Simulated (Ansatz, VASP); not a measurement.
## One calculation of NaYTaP3O12, two programs

```xyz
36
Lattice="4.4928 2.5939 7.7410 -4.4928 2.5939 7.7410 0.0000 -5.1878 7.7410" Properties=species:S:1:pos:R:3 pbc="T T T"
Na    0.0000    0.0000   11.6834
Na    0.0000    0.0000    0.0720
Y     0.0000    0.0000   14.9953
Y     0.0000    0.0000    3.3838
Ta    0.0000    0.0000    8.1847
Ta    0.0000    0.0000   19.7962
P    -1.8715   -2.4871    9.6658
P     3.0897   -0.3772    9.6658
P    -1.2182    2.8643    9.6658
P    -3.2746    0.2704   13.5363
P     1.4031   -2.9711   13.5363
P     1.8715    2.7007   13.5363
O     1.7973   -0.0870   16.1715
O    -0.8233    1.6000   16.1715
O    -0.9740   -1.5130   16.1715
O    -3.5188    1.0809   12.3010
O     0.8233   -3.5878   12.3010
O     2.6955    2.5069   12.3010
O    -1.6464    0.2563    7.0638
O     0.6012   -1.5540    7.0638
O     1.0452    1.2977    7.0638
O     3.4475   -1.2962   10.9343
O    -0.6012    3.6338   10.9343
O    -2.8463   -2.3376   10.9343
O     0.8985    1.5549   13.7004
O    -1.7958    0.0007   13.7004
O     0.8973   -1.5555   13.7004
O     3.5954    1.0384    9.8300
O    -2.6970    2.5946    9.8300
O    -0.8985   -3.6329    9.8300
O    -1.0440   -1.1443    9.5106
O     1.5130   -0.3320    9.5106
O    -0.4690    1.4763    9.5106
O    -4.0238   -1.1176   13.3811
O     2.9798   -2.9259   13.3811
O     1.0440    4.0435   13.3811
```

Alike in both runs: task electric field gradients; functional r2SCAN; k mesh 3 × 3 × 3; occupations fermi-dirac, width 0.02 eV; no spin polarisation.

|  | VASP | Ansatz |
| --- | --- | --- |
| version | VASP 6.6.1 | Ansatz 0.2.0 |
| potentials or method | VASP PAW PBE potentials, release 64 (Na_pv, Y_sv, Ta_pv, P, O) | plane-wave PAW, scalar-relativistic |
| plane-wave cutoff (eV) | 520 | 500 |
| valence electrons in the cell | 232 | 240 |

VASP gave:

| Property | Result |
| --- | --- |
| gap on the k mesh at the Fermi level (eV) | 3.58 |
| pressure (GPa) | -5.0 |
| traceless stress, the component that is largest in VASP (GPa) | -0.25 |
| rms of the force components (eV/Å) | 0.212 |
| size of Vzz on the site where it differs most (V/Å²) | 66.3 |

Question: What did Ansatz give for the same quantities?

Answer: gap on the k mesh at the Fermi level (eV): 3.61; pressure (GPa): -4.4; traceless stress, the component that is largest in VASP (GPa): -0.21; rms of the force components (eV/Å): 0.145; size of Vzz on the site where it differs most (V/Å²): 73.7.

VASP's potentials were made for PBE, not for r2SCAN. Atom by atom the forces differ by 0.078 eV/Å (rms over components). The functional is the same, so the differences come from potentials, cutoffs and numerics. VASP's potentials hold 232 valence electrons a cell and Ansatz's 240, so a difference there can come from the potentials and not from the codes.

Spin-orbit coupling is off throughout.
